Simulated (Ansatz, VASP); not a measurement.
One calculation of Al, two programs

```
CELL_PARAMETERS angstrom
2.80351 0.00000 0.00000
-1.40176 2.42791 0.00000
0.00000 0.00000 9.46631
ATOMIC_POSITIONS crystal
Al 0.00000 0.00000 0.00000
Al 0.00000 0.00000 0.50000
Al 0.33333 0.66667 0.25000
Al 0.66667 0.33333 0.75000
```

Alike in both runs: task single point; functional BLYP; k mesh 14 × 14 × 4; occupations fermi-dirac, width 0.1 eV; no spin polarisation.

|  | VASP | Ansatz |
| --- | --- | --- |
| version | VASP 6.6.1 | Ansatz 0.2.0 |
| potentials or method | VASP PAW PBE potentials, release 64 (Al), cutoff 520 eV | plane waves (420 eV) with PAW, scalar-relativistic |
| valence electrons in the cell | 12 | 12 |

```csv
,VASP,Ansatz,Ansatz less VASP
pressure (GPa),5.9,5.8,-0.14
"traceless stress, the component that is largest in VASP (GPa)",-0.13,-0.11,+0.017
```

VASP's potentials were made for PBE, not for BLYP. With one functional, cell and mesh, what is left measures potentials, basis and numerics.
